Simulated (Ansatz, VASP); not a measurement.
# One calculation of ScTe2, two programs

File INCAR:

```
ALGO = Normal
EDIFF = 1E-7
ENCUT = 520
GGA = PE
ISIF = 2
ISMEAR = 0
LASPH = True
LCHARG = False
LREAL = False
LWAVE = False
NBANDS = 18
NELM = 60
PREC = Accurate
SIGMA = 0.05
```

File KPOINTS:

```
k-points
0
Gamma
  8 8 8
```

Contents of POSCAR:

```
ScTe2
1.0
    0.0000000000      3.6096559367      3.6096559367
    3.6096559367      0.0000000000      3.6096559367
    3.6096559367      3.6096559367      0.0000000000
Sc Te
1 2
Direct
    0.0000000000      0.0000000000      0.0000000000
    0.2500000000      0.2500000000      0.2500000000
    0.7500000000      0.7500000000      0.7500000000
```

Input for Ansatz:

```yaml
crystal:
  lattice:
    - [0.0, 3.6096559367, 3.6096559367]
    - [3.6096559367, 0.0, 3.6096559367]
    - [3.6096559367, 3.6096559367, 0.0]
  atoms:
    - { symbol: Sc, position: [0.0, 0.0, 0.0] }
    - { symbol: Te, position: [0.25, 0.25, 0.25] }
    - { symbol: Te, position: [0.75, 0.75, 0.75] }
basis:
  ecutwfc: 420
  ecutrho_ratio: 4
kpoints:
  mp_grid: { grid: [8, 8, 8] }
hamiltonian:
  xc: pbe
scf:
  occupations: { method: gaussian, width: 0.05 }
output:
  forces: true
  stress: true
  eigenvalues: true
  write_density: true
  write_potential: true
  elf: true
  volumetric_format: npy
```

Alike in both runs: task single point; functional PBE; k mesh 8 × 8 × 8; occupations gaussian, width 0.05 eV; no spin polarisation.

|  | VASP | Ansatz |
| --- | --- | --- |
| version | VASP 6.6.1 | Ansatz 0.2.0 |
| potentials or method | VASP PAW PBE potentials, release 64 (Sc_sv, Te), cutoff 520 eV | scalar-relativistic, plane waves, PAW |
| valence electrons in the cell | 23 | 43 |

|  | VASP | Ansatz | Ansatz less VASP |
| --- | --- | --- | --- |
| gap on the k mesh at the Fermi level (eV) | none | none | - |
| pressure (GPa) | -1.9 | -1.9 | -0.05 |

A gap of «none» marks a metal or a gap that the smearing closes. VASP's potentials hold 23 valence electrons a cell and Ansatz's 43, so a difference there can come from the potentials and not from the codes.

Spin-orbit coupling is off throughout.
